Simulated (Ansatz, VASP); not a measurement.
One calculation of FeO, two programs

```
Fe O
1.0
     1.51882    0.87689    2.51958
    -1.51882    0.87689    2.51958
     0.00000   -1.75378    2.51958
Fe O
1 1
Direct
  0.00000 0.00000 0.00000
  0.50000 0.50000 0.50000
```

Alike in both runs: task single point; functional PBE; k mesh 10 × 10 × 10; occupations gaussian, width 0.15 eV; collinear spin.

|  | VASP | Ansatz |
| --- | --- | --- |
| version | VASP 6.6.1 | Ansatz 0.2.0 |
| potentials or method | VASP PAW PBE potentials, release 64 (Fe, O), cutoff 520 eV | plane waves, PAW |
| valence electrons in the cell | 14 | 22 |

Ansatz gave:

```
pressure (GPa)                                                : -1.2
traceless stress, the component that is largest in VASP (GPa) : -0.76
net moment per atom (μB)                                      : 2.00
size of the moment on the site where the two differ most (μB) : 3.45
```

Question: Which values does VASP return?

Answer: Pressure (GPa): -1.2; traceless stress, the component that is largest in VASP (GPa): -0.78; net moment per atom (μB): 2.00; size of the moment on the site where the two differ most (μB): 3.62.

Site moments also hang on the region over which each program counts them. VASP's potentials hold 14 valence electrons a cell and Ansatz's 22, so a difference there can come from the potentials and not from the codes. Ansatz's warnings: given moment on shells, stress scf threshold loose.
